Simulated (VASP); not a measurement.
# AlNi (rocksalt type): single point with PBEsol

Crystal: AlNi (rocksalt type).

```
Ni Al
1.0
     0.00000    2.40074    2.40074
     2.40074    0.00000    2.40074
     2.40074    2.40074    0.00000
Ni Al
1 1
Direct
  0.00000 0.00000 0.00000
  0.50000 0.50000 0.50000
```

- Program: VASP 6.6.1
- Task: single point
- Functional: PBEsol
- Potentials or basis: VASP PAW PBE potentials, release 64 (Ni, Al)
- Cutoff: 520 eV
- k mesh: 14 × 14 × 14
- Occupations: fermi-dirac, width 0.08 eV
- Spin: no spin polarisation
- Dipole correction: no
- Further INCAR settings: ALGO = Normal; EDIFF = 1e-07; NBANDS = 14

```json
{
 "Pressure": "0.1 GPa"
}
```

Levels at points of the mesh, in eV from the Fermi level:
| k point | band 2 | band 3 | band 4 | band 5 | band 6 | band 7 | band 8 | band 9 | band 10 | band 11 |
| --- | --- | --- | --- | --- | --- | --- | --- | --- | --- | --- |
| (0.00, 0.00, 0.00) | -2.14 | -2.14 | -2.14 | -2.08 | -2.08 | 6.90 | 6.90 | 6.90 | 10.63 | 10.63 |
| (0.50, 0.00, 0.00) | -5.38 | -2.58 | -2.58 | -1.45 | -1.45 | -0.80 | 6.72 | 6.72 | 8.09 | 8.09 |
| (0.50, 0.50, 0.00) | -3.57 | -2.96 | -1.77 | -1.28 | -1.28 | -0.26 | 1.74 | 1.74 | 5.77 | 6.48 |

Wall time 28 s on 1 thread of AMD EPYC 9R45 (Zen 5) (shared host), peak memory 0.15 GiB.

Caveat: the PAW data sets were made with another functional, which shifts forces and pressure a little. Spin polarisation is off, so any magnetic state and its effect on volume and gap are missing.
